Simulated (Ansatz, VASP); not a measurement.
Two plane-wave programs on SiC

```
Si C
1.0
     2.98310    0.00000    0.00000
    -1.49155    2.58344    0.00000
     0.00000    0.00000    5.07621
Si C
2 2
Direct
  0.33333 0.66667 0.00163
  0.66667 0.33333 0.50163
  0.33333 0.66667 0.37337
  0.66667 0.33333 0.87337
```

Change from the starting cell: epitaxial_xy strain -3.0%.

Alike in both runs: task single point; functional r2SCAN; k mesh 12 × 12 × 6; no spin polarisation.

```csv
,VASP,Ansatz
version,VASP 6.6.1,Ansatz 0.2.0
potentials or method,"VASP PAW PBE potentials, release 64 (Si, C)","plane waves, PAW"
plane-wave cutoff (eV),520,500
occupations,"gaussian, width 0.01 eV",fixed
valence electrons in the cell,16,16
```

```csv
,VASP,Ansatz,Ansatz less VASP
gap on the k mesh at the Fermi level (eV),2.26,2.25,-0.005
pressure (GPa),14.1,14.3,+0.24
"traceless stress, the component that is largest in VASP (GPa)",-14.38,-14.30,+0.080
```

VASP's potentials were made for PBE, not for r2SCAN.
